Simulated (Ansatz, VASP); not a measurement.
## BaTiO3: VASP beside Ansatz

File POSCAR:

```
BaTiO3
1.0
   -8.0667012900      0.0000000000      0.0000000000
    0.0000000000     -2.8721210400      2.8809792100
    0.0000000000      2.8721210400      2.8809792100
Ba Ti O
2 2 6
Direct
    0.0000000000      0.0000000000      0.0000000000
    0.5000000000      0.0000000000      0.0000000000
    0.2500000000      0.5079000000      0.5079000000
    0.7500000000      0.5079000000      0.5079000000
    0.0000000000      0.4921000000      0.4921000000
    0.5000000000      0.4921000000      0.4921000000
    0.2500000000      0.9937100000      0.5025100000
    0.7500000000      0.9937100000      0.5025100000
    0.2500000000      0.5025100000      0.9937100000
    0.7500000000      0.5025100000      0.9937100000
```

Contents of INCAR.step1:

```
SYSTEM = BaTiO3
PREC     = Accurate       ! precision mode
ENCUT    = 910            ! plane-wave cutoff, eV
ISMEAR   = -1             ! smearing method
SIGMA    = 0.1            ! smearing width, eV
LREAL    = .FALSE.        ! projectors in reciprocal space
LASPH    = .TRUE.         ! aspherical terms in the spheres
NELM     = 120            ! most SCF steps
NBANDS   = 51             ! bands
GGA      = PE             ! functional
ALGO     = Normal         ! electronic algorithm
EDIFF    = 1E-5           ! SCF threshold, eV
LWAVE    = .TRUE.         ! write WAVECAR
LCHARG   = .FALSE.        ! write CHGCAR
GGA_COMPAT= .FALSE.
```

File INCAR.step2:

```
SYSTEM = BaTiO3
PREC     = Accurate       ! precision mode
ENCUT    = 910            ! plane-wave cutoff, eV
EDIFF    = 1E-6           ! SCF threshold, eV
ISMEAR   = -1             ! smearing method
SIGMA    = 0.1            ! smearing width, eV
LREAL    = .FALSE.        ! projectors in reciprocal space
LASPH    = .TRUE.         ! aspherical terms in the spheres
NELM     = 120            ! most SCF steps
ALGO     = Normal         ! electronic algorithm
ISIF     = 2              ! what is computed and relaxed
LWAVE    = .FALSE.        ! write WAVECAR
LCHARG   = .FALSE.        ! write CHGCAR
METAGGA  = R2SCAN         ! meta-GGA
LMIXTAU  = .TRUE.       
NBANDS   = 51             ! bands
ISTART   = 1            
GGA_COMPAT= .FALSE.
```

KPOINTS

```
regular mesh
0
G
  3 6 6
  0 0 0
```

Input for Ansatz:

```yaml
crystal:
  lattice:
    - [-8.06670129, 0.0, 0.0]
    - [0.0, -2.87212104, 2.88097921]
    - [0.0, 2.87212104, 2.88097921]
  atoms:
    - { symbol: Ba, position: [0.0, 0.0, 0.0] }
    - { symbol: Ba, position: [0.5, 0.0, 0.0] }
    - { symbol: Ti, position: [0.25, 0.5079, 0.5079] }
    - { symbol: Ti, position: [0.75, 0.5079, 0.5079] }
    - { symbol: O, position: [0.0, 0.4921, 0.4921] }
    - { symbol: O, position: [0.5, 0.4921, 0.4921] }
    - { symbol: O, position: [0.25, 0.99371, 0.50251] }
    - { symbol: O, position: [0.75, 0.99371, 0.50251] }
    - { symbol: O, position: [0.25, 0.50251, 0.99371] }
    - { symbol: O, position: [0.75, 0.50251, 0.99371] }
  symmetry: { tolerance: 0.0003 }
kpoints:
  mp_grid: { grid: [3, 6, 6], shift: [0, 0, 0] }
  band_path:
    path:
      - [0.0, 0.0, 0.0]
      - [0.0, 0.5, 0.5]
      - [0.0, 0.49846501, 0.50153499]
      - [0.0, -0.49846501, 0.49846501]
      - [0.0, 0.0, 0.0]
      - [-1.0, 0.0, 0.0]
      - [-1.0, -0.49846501, 0.49846501]
      - [-1.0, 0.49846501, 0.50153499]
      - [-1.0, 0.5, 0.5]
      - [0.0, 0.5, 0.5]
      - [0.0, 0.0, 0.0]
    npoints: 6
magnetization:
  spin_polarized: false
scf:
  occupations: { method: fermi_dirac }
  lower_state_search: "off"
  max_iter: 200
hamiltonian:
  pseudopotentials: { kind: paw }
  xc: r2scan
basis:
  ecutwfc: 500
  fft_grid_basis: typed
output:
  forces: true
  stress: true
  eigenvalues: true
  bader: true
  populations: true
  elf: true
  write_potential: true
  volumetric_format: npy
  dos:
    e_range: [-12, 8]
    de: 0.05
    projected: { site_lists: { Ba: [Ba], O: [O], Ti: [Ti] } }
checkpoint:
  read: saved_state
```

Alike in both runs: task single point; functional r2SCAN; k mesh 3 × 6 × 6; no spin polarisation.

|  | VASP | Ansatz |
| --- | --- | --- |
| version | VASP 6.6.1 | Ansatz 0.2.0 |
| potentials or method | VASP PAW PBE potentials, release 64 (Ba_sv, Ti_sv, O_h), cutoff 910 eV | PAW plane waves |
| occupations | fermi-dirac, width 0.1 eV | fermi-dirac |
| valence electrons in the cell | 80 | 80 |

|  | VASP | Ansatz | Ansatz less VASP |
| --- | --- | --- | --- |
| rms of the force components (eV/Å) | 0.136 | 0.151 | +0.0158 |

VASP's potentials were made for PBE, not for r2SCAN. Atom by atom the forces differ by 0.018 eV/Å (rms over components).

Neither program's run includes spin-orbit coupling. Noted on VASP's run: the cutoff is under 1.25 times that of the potentials, so the pressure is a little rough.
